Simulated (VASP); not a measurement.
NiO:

```
Ni O
1.0
     0.00000    2.09432    2.09432
     2.09432    0.00000    2.09432
     2.09432    2.09432    0.00000
Ni O
1 1
Direct
  0.00000 0.00000 0.00000
  0.50000 0.50000 0.50000
```

Base run:

```yaml
Program: VASP 6.6.1
Functional: r2SCAN
Potentials_or_basis: VASP PAW PBE potentials, release 64 (Ni, O)
Cutoff: 520 eV
k_mesh: 14 × 14 × 14
Occupations: gaussian, width 0.05 eV
Spin: collinear spin, ferromagnetic start
Starting_moments: "[1.83, 0.0] μB"
```

Its results: band gap on the k mesh 0.74 eV (least direct gap 1.64 eV); pressure 0.1 GPa.

Q: The run is repeated on the same cell with these changes: spin from collinear spin, ferromagnetic start to no spin polarisation; further incar settings from ALGO = Normal; EDIFF = 1e-06; NBANDS = 19 to ALGO = Normal; EDIFF = 1e-07; NBANDS = 15. What comes out?

A: Band gap on the k mesh zero (bands 8 and 9 overlap by 2.78 eV); pressure -11.4 GPa.

Caveats: the PAW data sets were made with another functional, which shifts forces and pressure a little; a cell with one magnetic atom can't hold antiferromagnetic order, which such compounds often take (at least some runs); the cell stands under tension (at least some runs); semilocal functionals often make such compounds metallic where correlation or magnetic order opens a gap, which also shifts bond lengths (at least some runs).

A k mesh can miss the band edges.
